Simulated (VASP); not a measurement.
# Eu (Im-3m) in VASP: notebook, part 2 of 2

VASP 6.6.1. The steps go on from the part before.

### Step 4. Single point, PBE, collinear spin, ferromagnetic start

This run uses another cell than the first one, of 48.86 Å³/atom, 1.151 times its volume.

The input, INCAR:

```
PREC     = Accurate       # precision mode
ENCUT    = 520            # plane-wave cutoff, eV
EDIFF    = 1E-7           # SCF threshold, eV
ISMEAR   = 0              # smearing method
SIGMA    = 0.05           # smearing width, eV
LREAL    = False          # projectors in reciprocal space
LASPH    = True           # aspherical terms in the spheres
NELM     = 150            # most SCF steps
ALGO     = Normal         # electronic algorithm
ISIF     = 2              # what is computed and relaxed
LWAVE    = False          # write WAVECAR
LCHARG   = False          # write CHGCAR
ISPIN    = 2              # spin polarisation
MAGMOM   = 7              # initial moments
LORBIT   = 11             # projections on sites
LMAXMIX  = 6              # l up to which the mixer works
GGA      = PE             # functional
NBANDS   = 18             # bands
```

The input, KPOINTS:

```
Automatic mesh
0
Gamma
  6 6 6
```

The input, POSCAR:

```
Eu
1.0
   -2.3030000000      2.3030000000      2.3030000000
    2.3030000000     -2.3030000000      2.3030000000
    2.3030000000      2.3030000000     -2.3030000000
Eu
1
Direct
    0.0000000000      0.0000000000      0.0000000000
```

Potentials or basis: VASP PAW PBE potentials, release 64 (Eu).

Started as:

```bash
$ cat potpaw_PBE.64/Eu/POTCAR > POTCAR
$ mpirun -np 1 vasp_std > vasp.out
```

OUTCAR:

```text
PREC = Accurate
   ENCUT = 520
   EDIFF = 1E-7
   ISMEAR = 0
   LREAL = False
   LASPH = True
   NELM = 150
   ISIF = 2
   ISPIN = 2
   LORBIT = 11
   GGA = PE

 ion  position               nearest neighbor table
   1  0.000  0.000  0.000-

  LATTYP: Found a body centered cubic cell.
 ALAT       =     4.6060000000

  Lattice vectors:

 A1 = (  -2.3030000000,   2.3030000000,   2.3030000000)
 A2 = (   2.3030000000,  -2.3030000000,   2.3030000000)
 A3 = (   2.3030000000,   2.3030000000,  -2.3030000000)

Analysis of symmetry for initial positions (statically):
=====================================================================
 Subroutine PRICEL returns:
 Original cell was already a primitive cell.

 Routine SETGRP: Setting up the symmetry group for a
 body centered cubic supercell.

 Subroutine GETGRP returns: Found 48 space group operations
 (whereof 48 operations were pure point group operations)
 out of a pool of 48 trial point group operations.

The static configuration has the point symmetry O_h .

Analysis of symmetry for dynamics (positions and initial velocities):
=====================================================================
 Subroutine PRICEL returns:
 Original cell was already a primitive cell.

 Routine SETGRP: Setting up the symmetry group for a
 body centered cubic supercell.

 Subroutine GETGRP returns: Found 48 space group operations
 (whereof 48 operations were pure point group operations)
 out of a pool of 48 trial point group operations.

The dynamic configuration has the point symmetry O_h .

Analysis of structural, dynamic, and magnetic symmetry:
=====================================================================
 Subroutine PRICEL returns:
 Original cell was already a primitive cell.

 Routine SETGRP: Setting up the symmetry group for a
 body centered cubic supercell.

 Subroutine GETGRP returns: Found 48 space group operations
 (whereof 48 operations were pure point group operations)
 out of a pool of 48 trial point group operations.

[... 127 lines left out ...]

 number of electron      17.0000007 magnetization       7.5214257

 Free energy of the ion-electron system (eV)
  ---------------------------------------------------
  ext. energy  EPLUGINS =         0.00000000
  ---------------------------------------------------
  free energy    TOTEN  =       -11.39333754 eV

  energy without entropy =      -11.39101246  energy(sigma->0) =      -11.39217500

 E-fermi :   1.6024     XC(G=0):  -8.2326

 val. band max:        1.5486669630   @ k =   0.3333   0.3333   0.0000
 cond. band min:       1.6214844232   @ k =   0.5000   0.5000   0.5000
 fundamental gap:      0.0728174602
 Fermi energy:         1.6023849989

 spin component 1

 k-point     1 :       0.0000    0.0000    0.0000
  band No.  band energies     occupation
      1     -40.1797      1.00000
      2     -18.8349      1.00000
      3     -18.8349      1.00000
      4     -18.8349      1.00000
      5      -2.6351      1.00000
      6       1.0834      1.00000
[... 312 lines left out ...]
      4     -19.0290      1.00000
      5       0.6732      1.00000
      6       0.6732      1.00000
[... 10 lines left out ...]
     17       6.1909      0.00000
     18       6.1909      0.00000
 Fermi energy:         1.6023849989

 spin component 2

 k-point     1 :       0.0000    0.0000    0.0000
  band No.  band energies     occupation
      1     -37.0094      1.00000
      2     -16.4733      1.00000
      3     -16.4733      1.00000
      4     -16.4733      1.00000
      5      -1.7658      1.00000
      6       4.2596      0.00000
[... 313 lines left out ...]
      5       1.6215      0.29452
      6       1.6215      0.29452
[... 10 lines left out ...]
     17       7.4628      0.00000
     18       7.4628      0.00000

------------------------ aborting loop because EDIFF is reached ----------------------------------------

  FORCE on cell =-STRESS in cart. coord.  units (eV):
  Direction    XX          YY          ZZ          XY          YZ          ZX
  --------------------------------------------------------------------------------------
  -------------------------------------------------------------------------------------
  Total       -0.5820819     -0.5820819     -0.5820819      0.0000000     -0.0000000      0.0000000
  in kB      -19.0876676    -19.0876676    -19.0876676      0.0000000     -0.0000000      0.0000000
  external PRESSURE =     -19.0876676 kB  Pullay stress =       0.0000000 kB

 VOLUME and BASIS-vectors are now :
 -----------------------------------------------------------------------------
  energy-cutoff  :      520.00
  volume of cell :       48.86
      direct lattice vectors                 reciprocal lattice vectors
    -2.303000000  2.303000000  2.303000000     0.000000000  0.217108120  0.217108120
     2.303000000 -2.303000000  2.303000000     0.217108120  0.000000000  0.217108120
     2.303000000  2.303000000 -2.303000000     0.217108120  0.217108120  0.000000000

 POSITION                                       TOTAL-FORCE (eV/Angst)
 -----------------------------------------------------------------------------------
      0.00000      0.00000      0.00000        -0.000000      0.000000      0.000000
 -----------------------------------------------------------------------------------
    total drift:                               -0.000000     -0.000000      0.000000

  FREE ENERGIE OF THE ION-ELECTRON SYSTEM (eV)
  ---------------------------------------------------
  free  energy   TOTEN  =       -11.3933375396 eV

  energy  without entropy=      -11.3910124599  energy(sigma->0) =      -11.39217500

 total charge

# of ion       s       p       d       f       tot
--------------------------------------------------
    1        2.077   5.719   0.240   6.686  14.722

 magnetization (x)

# of ion       s       p       d       f       tot
--------------------------------------------------
    1       -0.004  -0.092   0.148   6.685   6.737
```

stdout:

```text
POSCAR found type information on POSCAR Eu
 POSCAR found :  1 types and       1 ions
 scaLAPACK will be used
 LDA part: xc-table for (Slater+PW92), standard interpolation
 POSCAR, INCAR and KPOINTS ok, starting setup
 FFT: planning ... GRIDC
 FFT: planning ... GRID_SOFT
 FFT: planning ... GRID
 WAVECAR not read
 entering main loop
```

Run time: 41 s. Hardware: 1 thread of AMD EPYC 9R45 (Zen 5), shared host; peak memory 0.18 GiB.

What came out:

```yaml
Free_energy: -11.3933 eV
Pressure: -1.9 GPa
Net_moment: 7.52 μB per cell
Site_moments: Eu +6.74 μB
Valence_electrons_inside_the_program's_atomic_spheres: Eu 14.72
```

Levels at points of the mesh, in eV from the Fermi level:
Spin up:
```csv
k point,band 8,band 9,band 10,band 11,band 12,band 13,band 14,band 15,band 16,band 17
"(0.00, 0.00, 0.00)",-0.52,-0.40,-0.40,-0.40,-0.37,1.66,1.66,1.66,3.11,3.11
"(0.50, 0.00, 0.00)",-0.50,-0.43,-0.41,-0.40,-0.39,0.38,0.45,2.98,3.63,5.04
"(0.50, 0.50, 0.50)",-0.50,-0.50,-0.50,-0.37,-0.37,-0.37,4.15,4.15,4.15,4.59
```
Spin down:
```csv
k point,band 2,band 3,band 4,band 5,band 6,band 7,band 8,band 9
"(0.00, 0.00, 0.00)",-18.08,-18.08,-18.08,-3.37,2.66,2.66,2.66,4.03
"(0.50, 0.00, 0.00)",-18.42,-18.19,-18.08,-0.76,1.25,1.37,3.97,4.14
"(0.50, 0.50, 0.50)",-18.32,-18.32,-18.32,0.02,0.02,3.85,3.85,3.85
```

Caveat: spin-orbit coupling is left out, which moves the levels of the heavy elements. The state reached can hang on the start; a lower one may exist.

### Step 5. Single point, PBE, collinear spin, ferromagnetic start

This run uses another cell than the first one, of 48.32 Å³/atom, 1.139 times its volume.

The input, INCAR:

```
  PREC = Accurate
  ENCUT = 520
  EDIFF = 1E-6
  ISMEAR = 0
  SIGMA = 0.05
  LREAL = False
  LASPH = True
  NELM = 150
  ALGO = Normal
  ISIF = 2
  LWAVE = False
  LCHARG = False
  ISPIN = 2
  MAGMOM = 7.89
  LORBIT = 11
  LMAXMIX = 6
  GGA = PE
  NBANDS = 18
```

The input, KPOINTS:

```
regular mesh
0
Gamma
  6 6 6
```

The input, POSCAR:

```
Eu
1.0
   -2.2944712580      2.2944712580      2.2944712580
    2.2944712580     -2.2944712580      2.2944712580
    2.2944712580      2.2944712580     -2.2944712580
Eu
1
Direct
    0.0000000000      0.0000000000      0.0000000000
```

Started as:

```bash
$ cat potpaw_PBE.64/Eu/POTCAR > POTCAR
$ mpirun -np 1 vasp_std > vasp.out
```

Wall time 30 s (1 thread of AMD EPYC 9R45 (Zen 5), shared host); peak memory 0.17 GiB.

The run converged. Its results:

```
Free energy                                           : -11.3994 eV
Pressure                                              : -1.8 GPa
Net moment                                            : 7.52 μB per cell
Site moments                                          : Eu +6.74 μB
Valence electrons inside the program's atomic spheres : Eu 14.72
```

Levels at points of the mesh, in eV from the Fermi level:
Spin up:
| k point | band 9 | band 10 | band 11 | band 12 | band 13 | band 14 | band 15 | band 16 |
| --- | --- | --- | --- | --- | --- | --- | --- | --- |
| (0.00, 0.00, 0.00) | -0.40 | -0.40 | -0.40 | -0.37 | 1.67 | 1.67 | 1.67 | 3.14 |
| (0.50, 0.00, 0.00) | -0.43 | -0.41 | -0.40 | -0.39 | 0.40 | 0.44 | 3.00 | 3.66 |
| (0.50, 0.50, 0.50) | -0.50 | -0.50 | -0.37 | -0.37 | -0.37 | 4.20 | 4.20 | 4.20 |
Spin down:
| k point | band 3 | band 4 | band 5 | band 6 | band 7 | band 8 |
| --- | --- | --- | --- | --- | --- | --- |
| (0.00, 0.00, 0.00) | -18.06 | -18.06 | -3.39 | 2.67 | 2.67 | 2.67 |
| (0.50, 0.00, 0.00) | -18.18 | -18.06 | -0.77 | 1.27 | 1.37 | 3.96 |
| (0.50, 0.50, 0.50) | -18.32 | -18.32 | 0.00 | 0.00 | 3.86 | 3.86 |

Caveat: spin-orbit coupling is left out, which moves the levels of the heavy elements.

### Step 6. Overview

```tsv
cell	gap on the mesh (eV)	pressure (GPa)	moment (μB)
a = 3.806 Å, angles 109.5°, 1 atom	none	-0.3	7.49
a = 3.837 Å, angles 109.5°, 1 atom	none	-0.6	7.51
a = 3.989 Å, angles 109.5°, 1 atom	none	-1.9	7.52
a = 3.974 Å, angles 109.5°, 1 atom	none	-1.8	7.52
```

Alike in all rows: task single point; level PBE; potentials or basis VASP PAW PBE potentials, release 64 (Eu); spin collinear, ferromagnetic start; k mesh 6 × 6 × 6; cutoff (eV) 520; smearing gaussian 0.05 eV.

Caveats: spin-orbit coupling is left out, which moves the levels of the heavy elements.

Total energies depend on the potentials used, so only differences within one code and one set of settings carry meaning.
